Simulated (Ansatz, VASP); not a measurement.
# One calculation of BaTe, two programs

```
Ba Te
1.0
     4.26247    0.00000    0.00000
     0.00000    4.26247    0.00000
     0.00000    0.00000    4.36903
Ba Te
1 1
Direct
  0.00000 0.00000 0.00000
  0.50000 0.50000 0.50000
```

Change from the starting cell: strain +0.0250 x Voigt [0, 0, 1, 0, 0, 0], atoms carried along.

Alike in both runs: task single point; functional LDA; k mesh 6 × 6 × 6; occupations gaussian, width 0.05 eV; no spin polarisation.

|  | VASP | Ansatz |
| --- | --- | --- |
| version | VASP 6.6.1 | Ansatz 0.2.0 |
| potentials or method | VASP PAW LDA potentials, release 64 (Ba_sv, Te), cutoff 520 eV | scalar-relativistic, plane waves, PAW |
| valence electrons in the cell | 16 | 26 |

Ansatz gave:

| Item | Value |
| --- | --- |
| gap on the k mesh at the Fermi level (eV) | 0.74 |
| least direct gap on the mesh (eV) | 0.85 |
| pressure (GPa) | -3.9 |
| traceless stress, the component that is largest in VASP (GPa) | -1.13 |

What did VASP give for the same quantities?

gap on the k mesh at the Fermi level (eV): 0.63; least direct gap on the mesh (eV): 0.76; pressure (GPa): -3.4; traceless stress, the component that is largest in VASP (GPa): -1.13.

LDA's correlation is that of Perdew and Zunger in VASP and of Perdew and Wang (1992) in Ansatz. VASP's potentials hold 16 valence electrons a cell and Ansatz's 26, so a difference there can come from the potentials and not from the codes.

Neither program's run includes spin-orbit coupling.
